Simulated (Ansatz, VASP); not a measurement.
BN in VASP and in Ansatz

```
B N
1.0
     2.50612    0.00000    0.00000
    -1.25306    2.17037    0.00000
     0.00000    0.00000    6.59736
B N
2 2
Cartesian
  0.0000 0.0000 3.2987
  0.0000 1.4469 0.0000
  0.0000 0.0000 0.0000
  1.2531 0.7235 3.2987
```

Alike in both runs: functional PBE; dispersion D3(BJ); k mesh 12 × 12 × 4; occupations gaussian, width 0.02 eV; no spin polarisation.

Ansatz relaxed the structure, and its values are those at the end. VASP's run is a single point on that final structure, the one shown.

```csv
,VASP,Ansatz
version,VASP 6.6.1,Ansatz 0.2.0
potentials or method,"VASP PAW PBE potentials, release 64 (B, N), cutoff 520 eV","scalar-relativistic, plane waves, PAW"
valence electrons in the cell,16,16
```

```csv
,VASP,Ansatz,Ansatz less VASP
gap on the k mesh at the Fermi level (eV),4.35,4.36,+0.007
least direct gap on the mesh (eV),4.47,4.47,+0.003
pressure (GPa),0.1,0.0,-0.08
```
